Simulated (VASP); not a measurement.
Input of a VASP 6.6.1 run:

Contents of INCAR:

```
  PREC = Accurate
  ENCUT = 520
  EDIFF = 1E-7
  ISMEAR = 0
  SIGMA = 0.1
  LREAL = F
  LASPH = T
  NELM = 60
  ALGO = Normal
  ISIF = 2
  LWAVE = F
  LCHARG = T
  GGA = PE
  LELF = T
  LVHAR = T
  NBANDS = 21
```

KPOINTS

```
regular mesh
0
Gamma
  4 4 4
```

File POSCAR:

```
BeS4
1.0
   -2.9612045700      2.9612045700      2.9612045700
    2.9612045700     -2.9612045700      2.9612045700
    2.9612045700      2.9612045700     -2.9612045700
Be S
1 4
Direct
    0.0000000000      0.0000000000      0.0000000000
    0.0000000000      0.0000000000      0.5000000000
    0.0000000000      0.5000000000      0.0000000000
    0.5000000000      0.0000000000      0.0000000000
    0.5000000000      0.5000000000      0.5000000000
```

Potentials or basis: VASP PAW PBE potentials, release 64 (Be, S).

The run is started by

```bash
$ cat potpaw_PBE.64/Be/POTCAR potpaw_PBE.64/S/POTCAR > POTCAR
$ mpirun -np 1 vasp_std > vasp.out
```

Predict the pressure.

-10.8 GPa.

Estimate the band gap on the k mesh.

zero (band 13 reaches 4.34 eV, above the bottom of band 14 at 1.75 eV).

Caveat: the k points lie up to 0.38 Å⁻¹ apart.
